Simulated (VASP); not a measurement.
# Cr (I4/mmm) in VASP: a series of runs

Cr is run at these levels: PBEsol; tasks: single point.

Program: VASP 6.6.1. These are calculated values, not measurements. Logs are shortened: lines on timing, memory, paths and dates and some standing lists are left out, and cuts for length are marked.

### Step 1. The cell of the first run

The structure is tetragonal, space group I4/mmm (No. 139). The conventional cell has a = 2.615 Å, b = 2.615 Å, c = 3.680 Å, α = 90.00°, β = 90.00°, γ = 90.00°. Within 3.4 Å of Cr (site symmetry 4/mmm) lie 12 Cr at 2.61 to 2.62 Å.

This isn't the form of Cr at room conditions, which is bcc.

### Step 2. Single point, PBEsol (strain +0.0050 x Voigt [1, 1, 0, 0, 0, 0])

The input, INCAR:

```
SYSTEM = Cr
ALGO = Normal
EDIFF = 1E-7
ENCUT = 520
GGA = PS
ISIF = 2
ISMEAR = 0
LASPH = .True.
LCHARG = .False.
LREAL = .False.
LWAVE = .False.
NBANDS = 12
NELM = 60
PREC = Accurate
SIGMA = 0.15
```

The input, KPOINTS:

```
k-points
0
Gamma
  22 22 22
  0 0 0
```

The input, POSCAR:

```
Cr
1.0
    0.0000000000      1.8492000000      1.8400000000
    1.8492000000      0.0000000000      1.8400000000
    1.8492000000      1.8492000000      0.0000000000
Cr
1
Direct
    0.0000000000      0.0000000000      0.0000000000
```

Potentials or basis: VASP PAW PBE potentials, release 64 (Cr_pv).

Launch:

```console
$ cat potpaw_PBE.64/Cr_pv/POTCAR > POTCAR
$ mpirun -np 1 vasp_std > vasp.out
```

OUTCAR:

```text
SYSTEM = Cr
   EDIFF = 1E-7
   ENCUT = 520
   GGA = PS
   ISIF = 2
   ISMEAR = 0
   LASPH = .True.
   LREAL = .False.
   NELM = 60
   PREC = Accurate

 ion  position               nearest neighbor table
   1  0.000  0.000  0.000-

  LATTYP: Found a body centered tetragonal cell.
 ALAT       =     2.6151637195
 C/A-ratio  =     1.4071776740

  Lattice vectors:

 A1 = (   0.0000000000,  -1.8492000000,  -1.8400000000)
 A2 = (   0.0000000000,   1.8492000000,  -1.8400000000)
 A3 = (   1.8492000000,   0.0000000000,   1.8400000000)

Analysis of symmetry for initial positions (statically):
=====================================================================
 Subroutine PRICEL returns:
 Original cell was already a primitive cell.

 Routine SETGRP: Setting up the symmetry group for a
 body centered tetragonal supercell.

 Subroutine GETGRP returns: Found 16 space group operations
 (whereof 16 operations were pure point group operations)
 out of a pool of 16 trial point group operations.

The static configuration has the point symmetry D_4h.

Analysis of symmetry for dynamics (positions and initial velocities):
=====================================================================
 Subroutine PRICEL returns:
 Original cell was already a primitive cell.

 Routine SETGRP: Setting up the symmetry group for a
 body centered tetragonal supercell.

 Subroutine GETGRP returns: Found 16 space group operations
 (whereof 16 operations were pure point group operations)
 out of a pool of 16 trial point group operations.

The dynamic configuration has the point symmetry D_4h.

 Subroutine INISYM returns: Found 16 space group operations
 (whereof 16 operations are pure point group operations),
 and found     1 'primitive' translations

----------------------------------------------------------------------------------------

                                     Primitive cell

  volume of cell :      12.5839

  direct lattice vectors                    reciprocal lattice vectors
     0.000000000  1.849200000  1.840000000    -0.270387194  0.270387194  0.271739130
     1.849200000  0.000000000  1.840000000     0.270387194 -0.270387194  0.271739130
     1.849200000  1.849200000  0.000000000     0.270387194  0.270387194 -0.271739130

  length of vectors
     2.608666449  2.608666449  2.615163720     0.469106198  0.469106198  0.469106198

  position of ions in fractional coordinates (direct lattice)
     0.000000000  0.000000000  0.000000000

  ion indices of the primitive-cell ions
   primitive index   ion index
                 1           1

----------------------------------------------------------------------------------------

 KPOINTS: k-points

Automatic generation of k-mesh.
 Grid dimensions read from file:
 generate k-points for:   22   22   22

 Generating k-lattice:

  Cartesian coordinates                     Fractional coordinates (reciprocal lattice)
    -0.012290327  0.012290327  0.012351779     0.045454545 -0.000000000  0.000000000
     0.012290327 -0.012290327  0.012351779    -0.000000000  0.045454545  0.000000000
     0.012290327  0.012290327 -0.012351779     0.000000000  0.000000000  0.045454545

  Length of vectors
     0.021323009  0.021323009  0.021323009

  Shift w.r.t. Gamma in fractional coordinates (k-lattice)
     0.000000000  0.000000000  0.000000000

 Subroutine IBZKPT returns following result:
 ===========================================

 Found    834 irreducible k-points:

 Following reciprocal coordinates:
            Coordinates               Weight
  0.000000  0.000000  0.000000      1.000000
  0.045455 -0.000000  0.000000      8.000000
  0.090909 -0.000000  0.000000      8.000000
  0.136364 -0.000000  0.000000      8.000000
  0.181818 -0.000000  0.000000      8.000000
  0.227273 -0.000000  0.000000      8.000000
[... 16 lines left out ...]
  0.500000  0.045455  0.000000      8.000000
 -0.454545  0.045455  0.000000      8.000000
 [... further k-points ...]
   k-points           NKPTS =    834   k-points in BZ     NKDIM =    834   number of bands    NBANDS=     12
   number of dos      NEDOS =    301   number of ions     NIONS =      1
   total plane-waves  NPLWV =   8000
   dimension x,y,z NGX =    20 NGY =   20 NGZ =   20
   dimension x,y,z NGXF=    40 NGYF=   40 NGZF=   40
   ions per type =               1
   NGX,Y,Z   is equivalent  to a cutoff of  12.75, 12.75, 12.71 a.u.
   NGXF,Y,Z  is equivalent  to a cutoff of  25.49, 25.49, 25.43 a.u.
 SYSTEM =  Cr
   PREC   = accura    normal or accurate (medium, high low for compatibility)
   ISTART =      0    job   : 0-new  1-cont  2-samecut
   ICHARG =      2    charge: 1-file 2-atom 10-const
   ISPIN  =      1    spin polarized calculation?
   LNONCOLLINEAR =      F non collinear calculations
   LSORBIT =      F    spin-orbit coupling
   LASPH  =      T    aspherical Exc in radial PAW
   ENCUT  =  520.0 eV  38.22 Ry    6.18 a.u.   4.85  4.85  4.86*2*pi/ulx,y,z
   NELM   =     60;   NELMIN=  2; NELMDL= -5     # of ELM steps
   EDIFF  = 0.1E-06   stopping-criterion for ELM
   LREAL  =      F    real-space projection
   EDIFFG = 0.1E-05   stopping-criterion for IOM
   NSW    =      0    number of steps for IOM
   IBRION =     -1    ionic relax: 0-MD 1-quasi-New 2-CG
   NFREE  =      0    steps in history (QN), initial steepest desc. (CG)
   ISIF   =      2    stress and relaxation
   ISYM   =      2    0-nonsym 1-usesym 2-fastsym
   POTIM  = 0.5000    time-step for ionic-motion
   TEBEG  =    0.0;   TEEND  =   0.0 temperature during run
   PSTRESS=    0.0 pullay stress
   NELECT =      12.0000    total number of electrons
   NUPDOWN=      -1.0000    fix difference up-down
   EMIN   =  10.00;   EMAX   =-10.00  energy-range for DOS
   EFERMI =   0.00;   METHOD = LEGACY
   ISMEAR =     0;   SIGMA  =   0.15  broadening in eV -4-tet -1-fermi 0-gaus
   EFERMI_NEDOS =   21; number of points for ismear=-14 and -15
   IALGO  =     38    algorithm
   IMIX   =      4    mixing-type and parameters
     AMIX     =   0.40;   BMIX     =  1.00
     AMIX_MAG =   1.60;   BMIX_MAG =  1.00
  volume/ion in A,a.u.               =      12.58        84.92
  Fermi-wavevector in a.u.,A,eV,Ry     =   1.611375  3.045058 35.327943  2.596531
  Thomas-Fermi vector in A             =   2.706776
   LORBIT       =      0    0 simple, 1 ext, 2 COOP (PROOUT), +10 PAW based schemes
   GGA     = PS    functional components
   LHFCALC =     F    Hartree Fock is set to
   AEXX    =    0.0000 exact exchange contribution
   IVDW    =     0    specifies the selected vdW correction
   LEPSILON=     F    determine dielectric tensor
   LRPA    =     F    only Hartree local field effects (RPA)
 non-spin polarized calculation
 Gauss-broadening in eV      SIGMA  =   0.15
  energy-cutoff  :      520.00
  volume of cell :       12.58
 maximum number of plane-waves:       349
   NGX =  9   NGY =  9   NGZ =  9

 number of electron      11.9999989 magnetization

 Free energy of the ion-electron system (eV)
  ---------------------------------------------------
  ext. energy  EPLUGINS =         0.00000000
  ---------------------------------------------------
  free energy    TOTEN  =        -9.76467838 eV

  energy without entropy =       -9.74181034  energy(sigma->0) =       -9.75324436

 E-fermi :   9.4130     XC(G=0): -13.3260

 val. band max:        9.4105356096   @ k =  -0.0455   0.1364   0.0909
 cond. band min:       9.4141542420   @ k =   0.2273   0.0909   0.0455
 fundamental gap:      0.0036186325
 Fermi energy:         9.4129830668

 k-point     1 :       0.0000    0.0000    0.0000
  band No.  band energies     occupation
      1     -32.9063      2.00000
      2     -32.9063      2.00000
      3     -32.9039      2.00000
      4       2.0919      2.00000
      5       9.0188      1.99980
      6       9.0188      1.99980
      7       9.0586      1.99917
      8      10.6035      0.00000
      9      10.6495      0.00000
     10      16.8552      0.00000
     11      28.8555      0.00000
     12      34.0170      0.00000

 k-point     2 :       0.0455   -0.0000    0.0000
  band No.  band energies     occupation
      1     -32.9204      2.00000
      2     -32.9082      2.00000
      3     -32.9065      2.00000
      4       2.1721      2.00000
      5       8.9907      1.99993
      6       9.0451      1.99948
      7       9.0758      1.99852
      8      10.5892      0.00000
      9      10.6345      0.00000
     10      16.8553      0.00000
     11      28.8742      0.00000
     12      33.2723      0.00000

 k-point     3 :       0.0909   -0.0000    0.0000
  band No.  band energies     occupation
      1     -32.9633      2.00000
      2     -32.9138      2.00000
      3     -32.9119      2.00000
      4       2.4088      2.00000
      5       8.8893      2.00000
      6       9.1170      1.99474
      7       9.1449      1.98852
      8      10.5544      0.00000
      9      10.5971      0.00000
     10      16.8552      0.00000
     11      28.8469      0.00000
     12      31.7895      0.00000
[... 286 lines left out ...]
 k-point    23 :       0.5000    0.0455    0.0000
  band No.  band energies     occupation
      1     -33.6046      2.00000
      2     -33.0041      2.00000
      3     -33.0035      2.00000
      4       5.7802      2.00000
      5       8.8543      2.00000
      6       8.9329      1.99999
      7       9.9131      0.00000
      8      11.7659      0.00000
      9      11.9977      0.00000
     10      16.8491      0.00000
     11      18.1530      0.00000
     12      27.7879      0.00000

 k-point    24 :      -0.4545    0.0455    0.0000
  band No.  band energies     occupation
      1     -33.5998      2.00000
      2     -33.0055      2.00000
      3     -33.0009      2.00000
      4       5.7733      2.00000
      5       8.8666      2.00000
      6       8.9335      1.99999
      7       9.8580      0.00003
      8      11.6996      0.00000
      9      12.0099      0.00000
     10      16.8497      0.00000
     11      18.2742      0.00000
     12      27.8069      0.00000

 [... further k-points ...]
[... 5 lines left out ...]
  --------------------------------------------------------------------------------------
  -------------------------------------------------------------------------------------
  Total       -1.5591096     -1.5591096     -1.6704618      0.0000000      0.0000000     -0.0000000
  in kB     -198.5050848   -198.5050848   -212.6823960      0.0000000      0.0000000     -0.0000000
  external PRESSURE =    -203.2308552 kB  Pullay stress =       0.0000000 kB

 VOLUME and BASIS-vectors are now :
 -----------------------------------------------------------------------------
  energy-cutoff  :      520.00
  volume of cell :       12.58
      direct lattice vectors                 reciprocal lattice vectors
     0.000000000  1.849200000  1.840000000    -0.270387194  0.270387194  0.271739130
     1.849200000  0.000000000  1.840000000     0.270387194 -0.270387194  0.271739130
     1.849200000  1.849200000  0.000000000     0.270387194  0.270387194 -0.271739130

 POSITION                                       TOTAL-FORCE (eV/Angst)
 -----------------------------------------------------------------------------------
      0.00000      0.00000      0.00000         0.000000      0.000000      0.000000
 -----------------------------------------------------------------------------------
    total drift:                               -0.000000     -0.000000     -0.000000

  FREE ENERGIE OF THE ION-ELECTRON SYSTEM (eV)
  ---------------------------------------------------
  free  energy   TOTEN  =        -9.7646783792 eV

  energy  without entropy=       -9.7418103382  energy(sigma->0) =       -9.75324436
```

Wall time 64 s (1 thread of AMD EPYC 9R45 (Zen 5), shared host); peak memory 0.19 GiB.

Results:

```
Free energy            : -9.7647 eV
Pressure               : -20.3 GPa
Band gap on the k mesh : zero (bands 6 and 7 overlap by 2.65 eV)
```

Stress tensor (GPa, compression positive):
```
-19.85   0.00   0.00
  0.00 -19.85   0.00
  0.00   0.00 -21.27
```

Caveat: the cell differs from its parent crystal (strain +0.0050 x Voigt [1, 1, 0, 0, 0, 0]); the cell stands under tension; the PAW data sets were made with another functional, which shifts forces and pressure a little; the run has no spin polarisation, though such a crystal can be magnetic. Spin polarisation is off, so any magnetic state and its effect on volume and gap are missing.

### Step 3. Single point, PBEsol (strain +0.0100 x Voigt [1, 1, 0, 0, 0, 0])

The input, INCAR:

```
PREC = Accurate
ENCUT = 520
EDIFF = 1E-7
ISMEAR = 0
SIGMA = 0.15
LREAL = False
LASPH = True
NELM = 60
ALGO = Normal
ISIF = 2
LWAVE = False
LCHARG = False
GGA = PS
NBANDS = 12
```

The input, KPOINTS:

```
Automatic mesh
0
Gamma
  22 22 22
```

The input, POSCAR:

```
Cr
1.0
    0.0000000000      1.8584000000      1.8400000000
    1.8584000000      0.0000000000      1.8400000000
    1.8584000000      1.8584000000      0.0000000000
Cr
1
Direct
    0.0000000000      0.0000000000      0.0000000000
```

Potentials or basis: VASP PAW PBE potentials, release 64 (Cr_pv).

Launch:

```console
$ cat potpaw_PBE.64/Cr_pv/POTCAR > POTCAR
$ mpirun -np 1 vasp_std > vasp.out
```

Run time: 64 s. Hardware: 1 thread of AMD EPYC 9R45 (Zen 5), shared host; peak memory 0.19 GiB.

Results (log left out):

```yaml
Free_energy: -9.7487 eV
Pressure: -22.0 GPa
Band_gap_on_the_k_mesh: zero (bands 6 and 7 overlap by 2.62 eV)
```

Stress tensor (GPa, compression positive):
```
-21.04   0.00   0.00
  0.00 -21.04   0.00
  0.00   0.00 -23.83
```

Levels at points of the mesh, in eV from the Fermi level:
| k point | band 4 | band 5 | band 6 | band 7 | band 8 | band 9 |
| --- | --- | --- | --- | --- | --- | --- |
| (0.00, 0.00, 0.00) | -7.29 | -0.40 | -0.40 | -0.32 | 1.15 | 1.24 |
| (0.50, 0.00, 0.00) | -3.65 | -0.54 | -0.45 | 0.70 | 2.29 | 2.33 |
| (0.50, 0.50, 0.00) | -3.77 | -2.98 | 2.26 | 2.61 | 2.61 | 3.54 |
| (0.50, 0.00, 0.50) | -3.77 | -2.96 | 2.26 | 2.57 | 2.63 | 3.32 |

Caveat: the cell differs from its parent crystal (strain +0.0100 x Voigt [1, 1, 0, 0, 0, 0]); the cell stands under tension; the PAW data sets were made with another functional, which shifts forces and pressure a little; the run has no spin polarisation, though such a crystal can be magnetic.

### Step 4. Single point, PBEsol (strain +0.0150 x Voigt [1, 1, 0, 0, 0, 0])

The input, INCAR:

```
SYSTEM = Cr
ALGO = Fast
EDIFF = 1E-6
ENCUT = 520
GGA = PS
ISIF = 2
ISMEAR = 0
LASPH = .True.
LCHARG = .False.
LREAL = .False.
LWAVE = .False.
NBANDS = 12
NELM = 100
PREC = Accurate
SIGMA = 0.15
```

The input, KPOINTS:

```
k-points
0
Gamma
  22 22 22
  0 0 0
```

The input, POSCAR:

```
Cr
1.0
    0.0000000000      1.8676000000      1.8400000000
    1.8676000000      0.0000000000      1.8400000000
    1.8676000000      1.8676000000      0.0000000000
Cr
1
Direct
    0.0000000000      0.0000000000      0.0000000000
```

Launch:

```console
$ cat potpaw_PBE.64/Cr_pv/POTCAR > POTCAR
$ mpirun -np 1 vasp_std > vasp.out
```

Run time: 70 s. Hardware: 1 thread of AMD EPYC 9R45 (Zen 5), shared host; peak memory 0.2 GiB.

The run converged. Its results:

```yaml
Free_energy: -9.7317 eV
Pressure: -23.4 GPa
Band_gap_on_the_k_mesh: zero (bands 6 and 7 overlap by 2.59 eV)
```

Stress tensor (GPa, compression positive):
```
-22.08   0.00   0.00
  0.00 -22.08   0.00
  0.00   0.00 -26.17
```

Levels at points of the mesh, in eV from the Fermi level:
```tsv
k point	band 3	band 4	band 5	band 6	band 7	band 8	band 9	band 10
(0.00, 0.00, 0.00)	-42.35	-7.25	-0.41	-0.41	-0.29	1.11	1.24	7.42
(0.50, 0.00, 0.00)	-42.43	-3.62	-0.56	-0.43	0.68	2.24	2.30	7.41
(0.50, 0.50, 0.00)	-42.60	-3.72	-2.95	2.22	2.57	2.57	3.57	7.42
(0.50, 0.00, 0.50)	-42.58	-3.73	-2.92	2.23	2.51	2.61	3.24	7.42
```

Caveat: the cell differs from its parent crystal (strain +0.0150 x Voigt [1, 1, 0, 0, 0, 0]); the cell stands under tension; the PAW data sets were made with another functional, which shifts forces and pressure a little; the run has no spin polarisation, though such a crystal can be magnetic.

[end of part 1 of 2]
